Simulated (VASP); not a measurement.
A run of VASP 6.6.1 is set up as follows.

The input INCAR:

```
SYSTEM = Rb
PREC     = Accurate       ! precision mode
ENCUT    = 520            ! plane-wave cutoff, eV
EDIFF    = 1E-7           ! SCF threshold, eV
ISMEAR   = -1             ! smearing method
SIGMA    = 0.1            ! smearing width, eV
LREAL    = .False.        ! projectors in reciprocal space
LASPH    = .True.         ! aspherical terms in the spheres
NELM     = 60             ! most SCF steps
ALGO     = Normal         ! electronic algorithm
ISIF     = 2              ! what is computed and relaxed
LWAVE    = .False.        ! write WAVECAR
LCHARG   = .True.         ! write CHGCAR
GGA      = RE             ! functional
LELF     = .True.         ! ELF
LVHAR    = .True.       
NBANDS   = 16             ! bands
```

File KPOINTS:

```
Automatic mesh
0
Gamma
  7 7 4
  0 0 0
```

Contents of POSCAR:

```
Rb
1.0
    5.1845217471      0.0000000000      0.0000000000
   -2.5922608735      4.4899275394      0.0000000000
    0.0000000000      0.0000000000      8.5498784101
Rb
2
Direct
    0.3333333333      0.6666666667      0.2500000000
    0.6666666667      0.3333333333      0.7500000000
```

Potentials or basis: VASP PAW PBE potentials, release 64 (Rb_sv).

The run is started by

```bash
$ cat potpaw_PBE.64/Rb_sv/POTCAR > POTCAR
$ mpirun -np 1 vasp_std > vasp.out
```

**Question.** Estimate the band gap on the k mesh.

**Answer.** Zero (bands 9 and 10 overlap by 1.84 eV).

**Question.** What does it give for the pressure?

**Answer.** 0.0 GPa.

Caveat: the PAW data sets were made with another functional, which shifts forces and pressure a little.
